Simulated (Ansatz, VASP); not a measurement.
**Be2Au in VASP and in Ansatz**

```
CELL_PARAMETERS angstrom
-1.69700 1.69700 5.90043
1.69700 -1.69700 5.90043
1.69700 1.69700 -5.90043
ATOMIC_POSITIONS crystal
Be 0.41650 0.41650 0.00000
Be 0.16650 0.66650 0.50000
Be 0.33350 0.83350 0.50000
Be 0.58350 0.58350 0.00000
Au 0.00000 0.00000 0.00000
Au 0.75000 0.25000 0.50000
```

Alike in both runs: task single point; functional PBE; k mesh 8 × 8 × 8; occupations gaussian, width 0.1 eV; no spin polarisation.

|  | VASP | Ansatz |
| --- | --- | --- |
| version | VASP 6.6.1 | Ansatz 0.2.0 |
| potentials or method | VASP PAW PBE potentials, release 64 (Be, Au), cutoff 600 eV | scalar-relativistic, plane waves, PAW |
| valence electrons in the cell | 30 | 46 |

```tsv
	VASP	Ansatz	Ansatz less VASP
gap on the k mesh at the Fermi level (eV)	none	none	-
pressure (GPa)	5.4	5.5	+0.06
traceless stress, the component that is largest in VASP (GPa)	11.59	11.56	-0.034
rms of the force components (eV/Å)	0.039	0.038	-0.0002
```

Atom by atom the forces differ by 0.000 eV/Å (rms over components). A gap of «none» marks a metal or a gap that the smearing closes. VASP's potentials hold 30 valence electrons a cell and Ansatz's 46, so a difference there can come from the potentials and not from the codes.

Neither program's run includes spin-orbit coupling.
